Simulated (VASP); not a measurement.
Dy3GaS2: relaxation of cell and atoms with PBE

Crystal: Dy3GaS2.

```
Dy Ga S
1.0
     4.31657    0.00000    0.00000
    -2.15829    3.73826    0.00000
     0.00000    0.00000    7.57987
Dy Ga S
3 1 2
Cartesian
  2.1583 1.2461 6.4465
  0.0000 2.4922 1.1334
  0.0000 0.0000 0.0000
  0.0000 0.0000 3.7899
  2.1583 1.2461 1.4080
  0.0000 2.4922 6.1719
```

The cell was generated, and may not be a known phase.

```
Program                : VASP 6.6.1
Task                   : relaxation of cell and atoms
Functional             : PBE
Potentials or basis    : VASP PAW PBE potentials, release 64 (Dy_3, Ga_d, S), 4f in core
Cutoff                 : 500 eV
k mesh                 : 4 × 4 × 2
Occupations            : gaussian, width 0.2 eV
Spin                   : no spin polarisation
Dipole correction      : no
Further INCAR settings : ALGO = Normal; EDIFF = 1e-07; IBRION = 2; EDIFFG = -0.08; NSW = 36; ISIF = 3
```

The relaxed volume is 21.58 Å³/atom. The relaxed cell is a = 5.172 Å, b = 5.172 Å, c = 5.589 Å, α = 90.00°, β = 90.00°, γ = 120.00° and the space group after relaxing (to 0.1 Å) is P-3m1 (No. 164). The energy gained by relaxing is 1284.0 meV/atom. The ionic steps are 27 and the pressure after relaxing is 0.2 GPa. The largest force after relaxing is 0.008 eV/Å and the band gap on the k mesh is zero (bands 26 and 27 overlap by 0.42 eV).

Forces in eV/Å, atoms in the order of the input:
```
Dy   0.000  0.000  0.008
Dy   0.000  0.000 -0.008
Dy   0.000  0.000  0.000
Ga   0.000  0.000  0.000
S    0.000  0.000  0.002
S    0.000  0.000 -0.002
```

The path:
```
step  energy change (eV)  largest force (eV/Å)  pressure (GPa)  volume (Å³)
   1              0.0000                4.5625           28.49       122.31
   2             -2.7702                1.2414           -7.54       197.59
   3             -3.7130                1.4743           -1.84       163.93
   4             -4.1564                1.4939           -2.01       160.07
   5             -5.2542                2.1633           -0.98       147.86
   6             -3.3419               10.7795           23.15       120.54
   7             -5.2290                3.7118            2.80       140.28
   8             -5.0542                5.9096            8.83       131.76
   9             -5.2130                4.9033            6.04       135.16
  10             -5.3113                4.8243            5.96       134.84
  11             -5.5872                4.6135            5.74       133.87
  12             -6.0646                4.2433            5.59       131.84
  13             -6.7095                3.6572            6.52       127.48
  14             -4.2202                0.6435           24.38       117.48
  15             -6.4339                4.3195            8.61       126.15
  16             -6.1776                3.2345           13.25       121.97
  17             -6.4240                4.0711           10.12       124.44
  18             -7.1880                2.0574            5.21       127.04
  19             -7.5715                0.6226            1.46       129.95
  20             -7.5264                0.7666           -2.52       135.87
  21             -7.6395                0.3103           -1.13       133.08
  22             -7.6469                0.1047           -0.53       132.19
  23             -7.6469                0.1437           -0.63       132.35
  24             -7.6638                0.1184           -0.55       131.91
  25             -7.6966                0.0529           -0.19       130.56
  26             -7.6858                0.0396            0.98       127.82
  27             -7.7042                0.0082            0.21       129.46
```

Final structure:
```
Dy Ga S
1.0
     5.17172    0.00000    0.00000
    -2.58586    4.47884    0.00000
     0.00000    0.00000    5.58917
Dy Ga S
3 1 2
Direct
  0.66667 0.33333 0.64744
  0.33333 0.66667 0.35256
  0.00000 0.00000 0.00000
  0.00000 0.00000 0.50000
  0.66667 0.33333 0.13209
  0.33333 0.66667 0.86791
```

Levels at points of the mesh, in eV from the Fermi level:
| k point | band 23 | band 24 | band 25 | band 26 | band 27 | band 28 | band 29 | band 30 |
| --- | --- | --- | --- | --- | --- | --- | --- | --- |
| (0.00, 0.00, 0.00) | -3.35 | -0.91 | -0.91 | -0.28 | -0.28 | 0.77 | 1.74 | 1.74 |
| (0.50, 0.00, 0.00) | -2.98 | -0.85 | -0.75 | -0.47 | 0.27 | 0.36 | 0.40 | 1.59 |
| (0.00, 0.00, 0.50) | -3.19 | -1.88 | -1.71 | -1.71 | 1.28 | 1.28 | 2.09 | 2.09 |
| (0.50, 0.00, 0.50) | -2.63 | -1.43 | -1.21 | -0.84 | 0.68 | 0.86 | 1.46 | 1.93 |

Run time: 7.8 min on 1 thread of AMD EPYC 9R45 96-Core Processor (Zen 5) (shared host), peak memory 0.23 GiB.

Caveat: the k points lie up to 0.56 Å⁻¹ apart in the final cell; a cell axis changed by over 15 % at a fixed basis, so the end point is rough; spin-orbit coupling is left out, which moves the levels of the heavy elements; the 4f electrons are frozen in the core, so they carry no moment and show no levels; the run has no spin polarisation, though such a crystal can be magnetic. Spin polarisation is off, so any magnetic state and its effect on volume and gap are missing.
